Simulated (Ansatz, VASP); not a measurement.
## C in VASP and in Ansatz

```
C
1.0
     2.49913    0.00000    0.00000
    -1.24957    2.16431    0.00000
     0.00000    0.00000    4.11898
C
4
Direct
  0.33333 0.66667 0.99974
  0.66667 0.33333 0.49974
  0.33333 0.66667 0.37426
  0.66667 0.33333 0.87426
```

Change from the starting cell: strained cell.

Alike in both runs: task relaxation of the atoms; functional PBEsol; k mesh 9 × 9 × 6; occupations gaussian, width 0.02 eV; no spin polarisation.

|  | VASP | Ansatz |
| --- | --- | --- |
| version | VASP 6.6.1 | Ansatz 0.2.0 |
| potentials or method | VASP PAW PBE potentials, release 64 (C), cutoff 520 eV | scalar-relativistic, plane waves, PAW |
| valence electrons in the cell | 16 | 16 |

```tsv
	VASP	Ansatz	Ansatz less VASP
gap on the k mesh at the Fermi level, each at its own relaxed structure (eV)	3.03	3.05	+0.020
```

VASP's potentials were made for PBE, not for PBEsol, and Ansatz warns of the same on its side. Ansatz's warnings: stress scf threshold loose.
